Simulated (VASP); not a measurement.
# P (Cmce) in VASP: notebook

P is run at these levels: PBE; tasks: single point.

All numbers are computed with VASP 6.6.1; they aren't measurements. Logs are shortened: lines on timing, memory, paths and dates and some standing lists are left out, and cuts for length are marked.

**1. The cell of the first run**

It takes space group Cmce (No. 64, orthorhombic). Conventional cell: a = 3.410 Å, b = 11.624 Å, c = 4.558 Å, α = 90.00°, β = 90.00°, γ = 90.00°. Within 3.0 Å of P (site symmetry m) lie 3 P at 2.27 to 2.32 Å.

**2. Single point, PBE (strain +0.030 along x and y, +0.000 along z)**

INCAR

```
PREC     = Accurate       # precision mode
ENCUT    = 520            # plane-wave cutoff, eV
EDIFF    = 1E-6           # SCF threshold, eV
ISMEAR   = 0              # smearing method
SIGMA    = 0.03           # smearing width, eV
LREAL    = False          # projectors in reciprocal space
LASPH    = True           # aspherical terms in the spheres
NELM     = 80             # most SCF steps
ALGO     = Normal         # electronic algorithm
ISIF     = 2              # what is computed and relaxed
LWAVE    = False          # write WAVECAR
LCHARG   = False          # write CHGCAR
GGA      = PE             # functional
NBANDS   = 18             # bands
```

KPOINTS

```
regular mesh
0
Gamma
  10 10 8
```

POSCAR

```
P
1.0
    1.7048727138     -5.8119992806      0.0000000000
    1.7048727138      5.8119992806      0.0000000000
    0.0000000000      0.0000000000      4.5577728156
P
4
Direct
    0.0940707809      0.9059292191      0.9137202394
    0.5940707809      0.4059292191      0.5862797606
    0.9059292191      0.0940707809      0.0862797606
    0.4059292191      0.5940707809      0.4137202394
```

Potentials or basis: VASP PAW PBE potentials, release 64 (P).

On the command line:

```bash
$ cat potpaw_PBE.64/P/POTCAR > POTCAR
$ mpirun -np 1 vasp_std > vasp.out
```

OUTCAR:

```text
PREC = Accurate
   ENCUT = 520
   EDIFF = 1E-6
   ISMEAR = 0
   LREAL = False
   LASPH = True
   NELM = 80
   ISIF = 2
   GGA = PE

 ion  position               nearest neighbor table
   1  0.094  0.906  0.914-   2 2.27   2 2.27   3 2.32
   2  0.594  0.406  0.586-   1 2.27   1 2.27   4 2.32
   3  0.906  0.094  0.086-   4 2.27   4 2.27   1 2.32
   4  0.406  0.594  0.414-   3 2.27   3 2.27   2 2.32

  LATTYP: Found a base centered orthorhombic cell.
 ALAT       =     3.4097454276
 B/A-ratio  =     3.4090517336
 C/A-ratio  =     1.3366900586

  Lattice vectors:

 A1 = (   1.7048727138,  -5.8119992806,   0.0000000000)
 A2 = (   1.7048727138,   5.8119992806,   0.0000000000)
 A3 = (   0.0000000000,   0.0000000000,   4.5577728156)

Analysis of symmetry for initial positions (statically):
=====================================================================
 Subroutine PRICEL returns:
 Original cell was already a primitive cell.

 Routine SETGRP: Setting up the symmetry group for a
 base centered orthorhombic supercell.

 Subroutine GETGRP returns: Found  8 space group operations
 (whereof  4 operations were pure point group operations)
 out of a pool of  8 trial point group operations.

The static configuration has the point symmetry C_2h.
 The point group associated with its full space group is D_2h.

Analysis of symmetry for dynamics (positions and initial velocities):
=====================================================================
 Subroutine PRICEL returns:
 Original cell was already a primitive cell.

 Routine SETGRP: Setting up the symmetry group for a
 base centered orthorhombic supercell.

 Subroutine GETGRP returns: Found  8 space group operations
 (whereof  4 operations were pure point group operations)
 out of a pool of  8 trial point group operations.

The dynamic configuration has the point symmetry C_2h.
 The point group associated with its full space group is D_2h.

 Subroutine INISYM returns: Found  8 space group operations
 (whereof  4 operations are pure point group operations),
 and found     1 'primitive' translations

----------------------------------------------------------------------------------------

                                     Primitive cell

  volume of cell :      90.3234

  direct lattice vectors                    reciprocal lattice vectors
[... 86 lines left out ...]
   LNONCOLLINEAR =      F non collinear calculations
   LSORBIT =      F    spin-orbit coupling
   LASPH  =      T    aspherical Exc in radial PAW
   ENCUT  =  520.0 eV  38.22 Ry    6.18 a.u.  11.26 11.26  8.47*2*pi/ulx,y,z
   NELM   =     80;   NELMIN=  2; NELMDL= -5     # of ELM steps
   EDIFF  = 0.1E-05   stopping-criterion for ELM
   LREAL  =      F    real-space projection
   EDIFFG = 0.1E-04   stopping-criterion for IOM
   NSW    =      0    number of steps for IOM
   IBRION =     -1    ionic relax: 0-MD 1-quasi-New 2-CG
   NFREE  =      0    steps in history (QN), initial steepest desc. (CG)
   ISIF   =      2    stress and relaxation
   ISYM   =      2    0-nonsym 1-usesym 2-fastsym
   POTIM  = 0.5000    time-step for ionic-motion
   TEBEG  =    0.0;   TEEND  =   0.0 temperature during run
   PSTRESS=    0.0 pullay stress
   NELECT =      20.0000    total number of electrons
   NUPDOWN=      -1.0000    fix difference up-down
   EMIN   =  10.00;   EMAX   =-10.00  energy-range for DOS
   EFERMI =   0.00;   METHOD = LEGACY
   ISMEAR =     0;   SIGMA  =   0.03  broadening in eV -4-tet -1-fermi 0-gaus
   EFERMI_NEDOS =   21; number of points for ismear=-14 and -15
   IALGO  =     38    algorithm
   IMIX   =      4    mixing-type and parameters
     AMIX     =   0.40;   BMIX     =  1.00
     AMIX_MAG =   1.60;   BMIX_MAG =  1.00
  volume/ion in A,a.u.               =      22.58       152.38
  Fermi-wavevector in a.u.,A,eV,Ry     =   0.990417  1.871617 13.346307  0.980926
  Thomas-Fermi vector in A             =   2.122086
   LORBIT       =      0    0 simple, 1 ext, 2 COOP (PROOUT), +10 PAW based schemes
   GGA     = PE    functional components
   LHFCALC =     F    Hartree Fock is set to
   AEXX    =    0.0000 exact exchange contribution
   IVDW    =     0    specifies the selected vdW correction
   LEPSILON=     F    determine dielectric tensor
   LRPA    =     F    only Hartree local field effects (RPA)
 non-spin polarized calculation
 Gauss-broadening in eV      SIGMA  =   0.03
  energy-cutoff  :      520.00
  volume of cell :       90.32
 maximum number of plane-waves:      2451
 NGX is ok and might be reduce to    48
   NGX = 23   NGY = 23   NGZ = 17

 number of electron      20.0000001 magnetization

 Free energy of the ion-electron system (eV)
  ---------------------------------------------------
  ext. energy  EPLUGINS =         0.00000000
  ---------------------------------------------------
  free energy    TOTEN  =       -21.42381187 eV

  energy without entropy =      -21.42380891  energy(sigma->0) =      -21.42381039

 E-fermi :   4.7627     XC(G=0):  -8.9789

 val. band max:        4.7137666431   @ k =   0.5000   0.5000   0.0000
 cond. band min:       4.8116509714   @ k =   0.5000   0.5000   0.0000
 fundamental gap:      0.0978843283
 Fermi energy:         4.7627088177

 k-point     1 :       0.0000    0.0000    0.0000
  band No.  band energies     occupation
      1     -10.2331      2.00000
      2      -7.7922      2.00000
      3      -4.4710      2.00000
      4      -1.3612      2.00000
      5      -0.3222      2.00000
      6       0.3675      2.00000
[... 481 lines left out ...]
      5      -0.7052      2.00000
      6      -0.2048      2.00000
[... 10 lines left out ...]
     17      10.9462      0.00000
     18      11.1259      0.00000

 [... further k-points ...]
[... 5 lines left out ...]
  --------------------------------------------------------------------------------------
  -------------------------------------------------------------------------------------
  Total       -3.0717411     -2.2745533     -1.2035454      0.0000000      0.0000000      0.0000000
  in kB      -54.4872655    -40.3465615    -21.3487704      0.0000000      0.0000000      0.0000000
  external PRESSURE =     -38.7275325 kB  Pullay stress =       0.0000000 kB

 VOLUME and BASIS-vectors are now :
 -----------------------------------------------------------------------------
  energy-cutoff  :      520.00
  volume of cell :       90.32
      direct lattice vectors                 reciprocal lattice vectors
     1.704872714 -5.811999281  0.000000000     0.293277026 -0.086028916  0.000000000
     1.704872714  5.811999281  0.000000000     0.293277026  0.086028916  0.000000000
     0.000000000  0.000000000  4.557772816     0.000000000  0.000000000  0.219405407

 POSITION                                       TOTAL-FORCE (eV/Angst)
 -----------------------------------------------------------------------------------
      1.70487      4.71852      4.16453         0.000000      0.480236     -0.070043
      1.70487     -1.09348      2.67213         0.000000      0.480236      0.070043
      1.70487     -4.71852      0.39324         0.000000     -0.480236      0.070043
      1.70487      1.09348      1.88564         0.000000     -0.480236     -0.070043
 -----------------------------------------------------------------------------------
    total drift:                                0.000000      0.000000     -0.000000

  FREE ENERGIE OF THE ION-ELECTRON SYSTEM (eV)
  ---------------------------------------------------
  free  energy   TOTEN  =       -21.4238118675 eV

  energy  without entropy=      -21.4238089121  energy(sigma->0) =      -21.42381039
```

OSZICAR:

```text
N       E                     dE             d eps       ncg     rms          rms(c)
DAV:   1     0.592567859088E+02    0.59257E+02   -0.80348E+03  5580   0.926E+02
DAV:   2    -0.174924356385E+02   -0.76749E+02   -0.73736E+02  7382   0.147E+02
DAV:   3    -0.214945135432E+02   -0.40021E+01   -0.39717E+01  7528   0.343E+01
DAV:   4    -0.215430810024E+02   -0.48567E-01   -0.48528E-01  7266   0.448E+00
DAV:   5    -0.215441365013E+02   -0.10555E-02   -0.10553E-02  7286   0.631E-01    0.912E+00
DAV:   6    -0.214611667676E+02    0.82970E-01   -0.38206E-02  6582   0.985E-01    0.543E+00
DAV:   7    -0.214229033749E+02    0.38263E-01   -0.75514E-02  6774   0.144E+00    0.192E-01
DAV:   8    -0.214236179460E+02   -0.71457E-03   -0.57289E-03  6360   0.416E-01    0.967E-02
DAV:   9    -0.214237410266E+02   -0.12308E-03   -0.25433E-04  7694   0.949E-02    0.692E-02
DAV:  10    -0.214237983380E+02   -0.57311E-04   -0.41305E-05  6460   0.348E-02    0.278E-02
DAV:  11    -0.214238111105E+02   -0.12773E-04   -0.17686E-05  6482   0.263E-02    0.466E-03
DAV:  12    -0.214238118675E+02   -0.75701E-06   -0.71736E-07  4372   0.516E-03
   1 F= -.21423812E+02 E0= -.21423810E+02  d E =-.295542E-05
```

stdout:

```text
POSCAR found type information on POSCAR P
 POSCAR found :  1 types and       4 ions
 scaLAPACK will be used
 LDA part: xc-table for (Slater+PW92), standard interpolation
 POSCAR, INCAR and KPOINTS ok, starting setup
 FFT: planning ... GRIDC
 FFT: planning ... GRID_SOFT
 FFT: planning ... GRID
 WAVECAR not read
 entering main loop
```

It took 2.4 min on 1 thread of Intel Xeon 6975P-C (Granite Rapids), shared host; peak memory 0.37 GiB.

Results:

* Free energy: -21.4238 eV
* Pressure: -3.9 GPa
* Largest force: 0.485 eV/Å
* Band gap on the k mesh: 0.10 eV

Forces in eV/Å, atoms in the order of the input:
```
P    0.000  0.480 -0.070
P    0.000  0.480  0.070
P    0.000 -0.480  0.070
P    0.000 -0.480 -0.070
```

Stress tensor (GPa, compression positive):
```
-5.45  0.00  0.00
 0.00 -4.03  0.00
 0.00  0.00 -2.13
```

Caveat: the cell differs from its parent crystal (strain +0.030 along x and y, +0.000 along z); the cell stands under tension.

(Continued in part 2 of 2.)
